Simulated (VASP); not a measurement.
# Rb2PdO2 (I4/mmm) in VASP: relaxation of cell and atoms with PBE

Aim: the relaxation of cell and atoms of Rb2PdO2 with PBE.

Everything below comes from runs of VASP 6.6.1. Logs are shortened: lines on timing, memory, paths and dates and some standing lists are left out, and cuts for length are marked.

## 1. The cell of the first run

It takes space group I4/mmm (No. 139, tetragonal). Conventional cell: a = 4.276 Å, b = 4.276 Å, c = 13.494 Å, α = 90.00°, β = 90.00°, γ = 90.00°. Within 4.0 Å of Rb (site symmetry 4mm) lie 5 O at 2.94 to 3.05 Å and 4 Pd at 3.68 Å and 4 Rb at 3.97 Å. O (site symmetry 4mm) has 1 Pd at 1.72 Å within 2.3 Å. Pd (site symmetry 4/mmm) has 2 O at 1.72 Å within 2.3 Å.

## 2. Relaxation of cell and atoms, PBE

INCAR reads:

```
ALGO     = Normal         # electronic algorithm
EDIFF    = 1E-7           # SCF threshold, eV
EDIFFG   = -0.01          # ionic threshold
ENCUT    = 600            # plane-wave cutoff, eV
GGA      = PE             # functional
IBRION   = 2              # ionic algorithm
ISIF     = 3              # what is computed and relaxed
ISMEAR   = -1             # smearing method
LASPH    = T              # aspherical terms in the spheres
LCHARG   = F              # write CHGCAR
LREAL    = F              # projectors in reciprocal space
LWAVE    = F              # write WAVECAR
NELM     = 80             # most SCF steps
NSW      = 60             # ionic steps
PREC     = Accurate       # precision mode
SIGMA    = 0.1            # smearing width, eV
```

KPOINTS reads:

```
k-points
0
Gamma
  8 8 8
```

POSCAR reads:

```
Rb2PdO2
1.0
    0.0000000000      4.2762690000      0.0000000000
    4.2762690000      0.0000000000      0.0000000000
    2.1381350000      2.1381350000     -6.7469800000
Rb O Pd
2 2 1
Direct
    0.3451000000      0.3451000000      0.3098000000
    0.6549000000      0.6549000000      0.6902000000
    0.1273000000      0.1273000000      0.7454000000
    0.8727000000      0.8727000000      0.2546000000
    0.0000000000      0.0000000000      0.0000000000
```

Potentials or basis: VASP PAW PBE potentials, release 64 (Rb_sv, O, Pd).

Launch:

```bash
> cat potpaw_PBE.64/Rb_sv/POTCAR potpaw_PBE.64/O/POTCAR potpaw_PBE.64/Pd/POTCAR > POTCAR
> mpirun -np 1 vasp_std > vasp.out
```

OUTCAR:

```text
EDIFF = 1E-7
   EDIFFG = -0.01
   ENCUT = 600
   GGA = PE
   IBRION = 2
   ISIF = 3
   ISMEAR = -1
   LASPH = T
   LREAL = F
   NELM = 80
   NSW = 60
   PREC = Accurate

 ion  position               nearest neighbor table
   1  0.345  0.345  0.310-   3 2.94   4 3.05   4 3.05   4 3.05   4 3.05   5 3.68   5 3.68   5 3.68
                             5 3.68   2 3.97   2 3.97   2 3.97   2 3.97   2 4.18
   2  0.655  0.655  0.690-   4 2.94   3 3.05   3 3.05   3 3.05   3 3.05   5 3.68   5 3.68   5 3.68
                             5 3.68   1 3.97   1 3.97   1 3.97   1 3.97   1 4.18
   3  0.127  0.127  0.745-   5 1.72   1 2.94   2 3.05   2 3.05   2 3.05   2 3.05
   4  0.873  0.873  0.255-   5 1.72   2 2.94   1 3.05   1 3.05   1 3.05   1 3.05
   5  0.000  0.000  0.000-   3 1.72   4 1.72   2 3.68   1 3.68   2 3.68   1 3.68   1 3.68   2 3.68
                             2 3.68   1 3.68

  LATTYP: Found a body centered tetragonal cell.
 ALAT       =     4.2762690000
 C/A-ratio  =     3.1555451727

  Lattice vectors:

 A1 = (  -2.1381350000,   2.1381340000,   6.7469800000)
 A2 = (   2.1381340000,  -2.1381350000,   6.7469800000)
 A3 = (   2.1381350000,   2.1381350000,  -6.7469800000)

Analysis of symmetry for initial positions (statically):
=====================================================================
 Subroutine PRICEL returns:
 Original cell was already a primitive cell.

 Routine SETGRP: Setting up the symmetry group for a
 body centered tetragonal supercell.

 Subroutine GETGRP returns: Found 16 space group operations
 (whereof 16 operations were pure point group operations)
 out of a pool of 16 trial point group operations.

The static configuration has the point symmetry D_4h.

Analysis of symmetry for dynamics (positions and initial velocities):
=====================================================================
 Subroutine PRICEL returns:
 Original cell was already a primitive cell.

 Routine SETGRP: Setting up the symmetry group for a
 body centered tetragonal supercell.

 Subroutine GETGRP returns: Found 16 space group operations
 (whereof 16 operations were pure point group operations)
 out of a pool of 16 trial point group operations.

The dynamic configuration has the point symmetry D_4h.

 Subroutine INISYM returns: Found 16 space group operations
 (whereof 16 operations are pure point group operations),
 and found     1 'primitive' translations

----------------------------------------------------------------------------------------

                                     Primitive cell

  volume of cell :     123.3785

  direct lattice vectors                    reciprocal lattice vectors
     0.000000000  4.276269000  0.000000000     0.000000000  0.233848713  0.074107248
     4.276269000  0.000000000  0.000000000     0.233848713  0.000000000  0.074107248
     2.138135000  2.138135000 -6.746980000     0.000000000  0.000000000 -0.148214460

  length of vectors
     4.276269000  4.276269000  7.393577056     0.245310221  0.245310221  0.148214460

  position of ions in fractional coordinates (direct lattice)
     0.345100000  0.345100000  0.309800000
     0.654900000  0.654900000  0.690200000
     0.127300000  0.127300000  0.745400000
     0.872700000  0.872700000  0.254600000
     0.000000000  0.000000000  0.000000000

  ion indices of the primitive-cell ions
   primitive index   ion index
                 1           1
                 2           2
                 3           3
                 4           4
                 5           5

----------------------------------------------------------------------------------------

 KPOINTS: k-points

Automatic generation of k-mesh.
 Grid dimensions read from file:
 generate k-points for:    8    8    8

 Generating k-lattice:

  Cartesian coordinates                     Fractional coordinates (reciprocal lattice)
     0.000000000  0.029231089  0.009263406     0.125000000  0.000000000 -0.000000000
     0.029231089  0.000000000  0.009263406     0.000000000  0.125000000 -0.000000000
     0.000000000  0.000000000 -0.018526808     0.000000000  0.000000000  0.125000000

  Length of vectors
     0.030663778  0.030663778  0.018526808

  Shift w.r.t. Gamma in fractional coordinates (k-lattice)
     0.000000000  0.000000000  0.000000000

 Subroutine IBZKPT returns following result:
 ===========================================

 Found     59 irreducible k-points:

 Following reciprocal coordinates:
            Coordinates               Weight
  0.000000  0.000000  0.000000      1.000000
  0.125000  0.000000  0.000000      8.000000
  0.250000  0.000000  0.000000      8.000000
  0.375000  0.000000  0.000000      8.000000
  0.500000  0.000000  0.000000      4.000000
  0.125000  0.125000  0.000000      8.000000
[... 16 lines left out ...]
  0.250000  0.000000  0.125000      4.000000
  0.375000  0.000000  0.125000      8.000000
 [... further k-points ...]
   k-points           NKPTS =     59   k-points in BZ     NKDIM =     59   number of bands    NBANDS=     24
   number of dos      NEDOS =    301   number of ions     NIONS =      5
   total plane-waves  NPLWV =  77760
   dimension x,y,z NGX =    36 NGY =   36 NGZ =   60
   dimension x,y,z NGXF=    72 NGYF=   72 NGZF=  120
   ions per type =               2   2   1
   NGX,Y,Z   is equivalent  to a cutoff of  14.00, 14.00, 13.49 a.u.
   NGXF,Y,Z  is equivalent  to a cutoff of  27.99, 27.99, 26.98 a.u.
 SYSTEM =  unknown system
   PREC   = accura    normal or accurate (medium, high low for compatibility)
   ISTART =      0    job   : 0-new  1-cont  2-samecut
   ICHARG =      2    charge: 1-file 2-atom 10-const
   ISPIN  =      1    spin polarized calculation?
   LNONCOLLINEAR =      F non collinear calculations
   LSORBIT =      F    spin-orbit coupling
   LASPH  =      T    aspherical Exc in radial PAW
   ENCUT  =  600.0 eV  44.10 Ry    6.64 a.u.   8.54  8.54 14.77*2*pi/ulx,y,z
   NELM   =     80;   NELMIN=  2; NELMDL= -5     # of ELM steps
   EDIFF  = 0.1E-06   stopping-criterion for ELM
   LREAL  =      F    real-space projection
   EDIFFG = -.1E-01   stopping-criterion for IOM
   NSW    =     60    number of steps for IOM
   IBRION =      2    ionic relax: 0-MD 1-quasi-New 2-CG
   NFREE  =      1    steps in history (QN), initial steepest desc. (CG)
   ISIF   =      3    stress and relaxation
   ISYM   =      2    0-nonsym 1-usesym 2-fastsym
   POTIM  = 0.5000    time-step for ionic-motion
   TEBEG  =    0.0;   TEEND  =   0.0 temperature during run
   PSTRESS=    0.0 pullay stress
   NELECT =      40.0000    total number of electrons
   NUPDOWN=      -1.0000    fix difference up-down
   EMIN   =  10.00;   EMAX   =-10.00  energy-range for DOS
   EFERMI =   0.00;   METHOD = LEGACY
   ISMEAR =    -1;   SIGMA  =   0.10  broadening in eV -4-tet -1-fermi 0-gaus
   EFERMI_NEDOS =   21; number of points for ismear=-14 and -15
   IALGO  =     38    algorithm
   IMIX   =      4    mixing-type and parameters
     AMIX     =   0.40;   BMIX     =  1.00
     AMIX_MAG =   1.60;   BMIX_MAG =  1.00
  volume/ion in A,a.u.               =      24.68       166.52
  Fermi-wavevector in a.u.,A,eV,Ry     =   1.124644  2.125269 17.208972  1.264824
  Thomas-Fermi vector in A             =   2.261317
   LORBIT       =      0    0 simple, 1 ext, 2 COOP (PROOUT), +10 PAW based schemes
   GGA     = PE    functional components
   LHFCALC =     F    Hartree Fock is set to
   AEXX    =    0.0000 exact exchange contribution
   IVDW    =     0    specifies the selected vdW correction
   LEPSILON=     F    determine dielectric tensor
   LRPA    =     F    only Hartree local field effects (RPA)
 conjugate gradient relaxation of ions
 non-spin polarized calculation
  energy-cutoff  :      600.00
  volume of cell :      123.38
 maximum number of plane-waves:      4146
 NGX is ok and might be reduce to    36
   NGX = 17   NGY = 17   NGZ = 29

--------------------------------------- Ionic step        1  -------------------------------------------

 number of electron      39.9999997 magnetization

 Free energy of the ion-electron system (eV)
  ---------------------------------------------------
  ext. energy  EPLUGINS =         0.00000000
  ---------------------------------------------------
  free energy    TOTEN  =       -20.59146795 eV

  energy without entropy =      -20.33640672  energy(sigma->0) =      -20.46393733

------------------------ aborting loop because EDIFF is reached ----------------------------------------

  FORCE on cell =-STRESS in cart. coord.  units (eV):
  Direction    XX          YY          ZZ          XY          YZ          ZX
  --------------------------------------------------------------------------------------
  -------------------------------------------------------------------------------------
  Total       -0.1504635     -0.1504635     17.0617918      0.0000000     -0.0000013     -0.0000013
  in kB       -1.9538997     -1.9538997    221.5622479      0.0000000     -0.0000164     -0.0000164
  external PRESSURE =      72.5514828 kB  Pullay stress =       0.0000000 kB
[... 24 lines left out ...]
  energy  without entropy=      -20.3364067165  energy(sigma->0) =      -20.46393733

--------------------------------------- Ionic step        2  -------------------------------------------

 number of electron      40.0000004 magnetization

 E-fermi :  -0.5054     XC(G=0):  -7.7815

 val. band max:       -0.5054516586   @ k =   0.5000   0.5000   0.0000
 cond. band min:      -0.5028442649   @ k =  -0.2500   0.0000   0.1250
 fundamental gap:      0.0026073936
 Fermi energy:        -0.5054122588

 k-point     1 :       0.0000    0.0000    0.0000
  band No.  band energies     occupation
      1     -25.8282      2.00000
      2     -25.7996      2.00000
      3     -15.8927      2.00000
      4     -15.8252      2.00000
      5     -10.1805      2.00000
      6      -9.8832      2.00000
[... 710 lines left out ...]
  FREE ENERGIE OF THE ION-ELECTRON SYSTEM (eV)
  ---------------------------------------------------
  free  energy   TOTEN  =       -21.2294334807 eV

  energy  without entropy=      -20.9503963958  energy(sigma->0) =      -21.08991494

[... ionic steps 4 to 11 ...]

--------------------------------------- Ionic step       12  -------------------------------------------

 number of electron      40.0000003 magnetization

------------------------ aborting loop because EDIFF is reached ----------------------------------------

  FORCE on cell =-STRESS in cart. coord.  units (eV):
  Direction    XX          YY          ZZ          XY          YZ          ZX
  --------------------------------------------------------------------------------------
  -------------------------------------------------------------------------------------
  Total        0.1038959      0.1038959     -0.2720695     -0.0000000      0.0000000      0.0000000
  in kB        1.3556089      1.3556089     -3.5498974     -0.0000000      0.0000003      0.0000003
  external PRESSURE =      -0.2795598 kB  Pullay stress =       0.0000000 kB
[... 63 lines left out ...]
  energy  without entropy=      -21.0141384135  energy(sigma->0) =      -21.15067714

--------------------------------------- Ionic step       14  -------------------------------------------

 number of electron      40.0000001 magnetization

 Free energy of the ion-electron system (eV)
  ---------------------------------------------------
  ext. energy  EPLUGINS =         0.00000000
  ---------------------------------------------------
  free energy    TOTEN  =       -21.28826488 eV

  energy without entropy =      -21.01534741  energy(sigma->0) =      -21.15180614

 E-fermi :   0.9961     XC(G=0):  -8.3890

 val. band max:        0.9941215012   @ k =  -0.3750   0.0000   0.2500
 cond. band min:       1.0000523415   @ k =   0.5000   0.5000   0.0000
 fundamental gap:      0.0059308404
 Fermi energy:         0.9961341790

 k-point     1 :       0.0000    0.0000    0.0000
  band No.  band energies     occupation
      1     -25.1032      2.00000
      2     -25.0407      2.00000
      3     -16.2550      2.00000
      4     -15.7222      2.00000
      5      -9.5573      2.00000
      6      -9.1771      2.00000
[... 671 lines left out ...]
  FREE ENERGIE OF THE ION-ELECTRON SYSTEM (eV)
  ---------------------------------------------------
  free  energy   TOTEN  =       -21.2882648762 eV

  energy  without entropy=      -21.0153474086  energy(sigma->0) =      -21.15180614

 reached required accuracy - stopping structural energy minimisation
```

Wall time 19 min (1 thread of Intel Xeon 6975P-C (Granite Rapids), shared host); peak memory 0.43 GiB.

Results:

```
Free energy                           : -21.2883 eV
Relaxed volume                        : 24.66 Å³/atom
Relaxed cell                          : a = 4.238 Å, b = 4.238 Å, c = 7.491 Å, α = 73.57°, β = 73.57°, γ = 90.00°
Space group after relaxing (to 0.1 Å) : I4/mmm (No. 139)
Energy gained by relaxing             : 139.4 meV/atom
Ionic steps                           : 14
Pressure after relaxing               : 0.1 GPa
Largest force after relaxing          : 0.007 eV/Å
Band gap on the k mesh                : zero (bands 20 and 21 overlap by 0.15 eV)
```

Forces in eV/Å, atoms in the order of the input:
```
Rb   0.000  0.000 -0.007
Rb   0.000  0.000  0.007
O    0.000  0.000  0.007
O    0.000  0.000 -0.007
Pd   0.000  0.000  0.000
```

The path:
```csv
step,energy change (eV),largest force (eV/Å),pressure (GPa),volume (Å³)
1,0.0000,5.2417,7.26,123.38
2,1.1757,2.6391,-6.29,143.27
3,-0.6380,0.6636,-2.09,129.48
4,-0.6680,0.2207,-1.32,128.58
5,-0.6750,0.1685,-0.65,127.89
6,-0.6749,0.1370,-0.73,127.98
7,-0.6842,0.1172,-0.49,126.33
8,-0.6932,0.0724,0.11,122.77
9,-0.6932,0.0693,0.16,122.53
10,-0.6939,0.0710,-0.06,122.76
11,-0.6939,0.0595,-0.04,122.73
12,-0.6944,0.0533,-0.03,122.79
13,-0.6957,0.0339,0.00,122.97
14,-0.6968,0.0072,0.06,123.31
```

Final structure:
```yaml
crystal:
  lattice:
    - [0.00000, 4.23802, 0.00000]
    - [4.23802, 0.00000, 0.00000]
    - [2.11901, 2.11901, -6.86576]
  atoms:
    - { symbol: Rb, position: [0.34925, 0.34925, 0.30150] }
    - { symbol: Rb, position: [0.65075, 0.65075, 0.69850] }
    - { symbol: O, position: [0.13612, 0.13612, 0.72777] }
    - { symbol: O, position: [0.86388, 0.86388, 0.27223] }
    - { symbol: Pd, position: [0.00000, 0.00000, 0.00000] }
```
